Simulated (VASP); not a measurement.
Crystal: Mo.

```
Mo
1.0
    -1.58381    1.58381    1.58381
     1.58381   -1.58381    1.58381
     1.58381    1.58381   -1.58381
Mo
1
Cartesian
  0.0000 0.0000 0.0000
```

| Quantity | Value |
| --- | --- |
| Program | VASP 6.6.1 |
| Task | relaxation of cell and atoms |
| Functional | r2SCAN |
| Dispersion | rVV10 |
| Potentials or basis | VASP PAW PBE potentials, release 64 (Mo_sv) |
| Cutoff | 600 eV |
| k mesh | 18 × 18 × 18 |
| Occupations | gaussian, width 0.1 eV |
| Spin | no spin polarisation |

At the start: pressure -4.8 GPa; volume 15.89 Å³/atom.

Question: Where does the relaxation end?

Answer: Over 4 steps the energy falls by 4.3 meV/atom and the volume is 15.61 Å³/atom (-1.8 %); space group Im-3m (No. 229, to 0.1 Å) before and after.

Step by step:
```csv
step,energy change (eV),largest force (eV/Å),pressure (GPa),volume (Å³)
1,0.0000,0.0000,-4.80,15.89
2,0.0329,0.0000,15.92,14.82
3,-0.0043,0.0000,-0.09,15.61
4,-0.0043,0.0000,-0.02,15.61
```

Final structure:
```yaml
crystal:
  lattice:
    - [-1.57428, 1.57428, 1.57428]
    - [1.57428, -1.57428, 1.57428]
    - [1.57428, 1.57428, -1.57428]
  atoms:
    - { symbol: Mo, position: [0.00000, 0.00000, 0.00000] }
```

Caveat: the PAW data sets were made with another functional, which shifts forces and pressure a little.
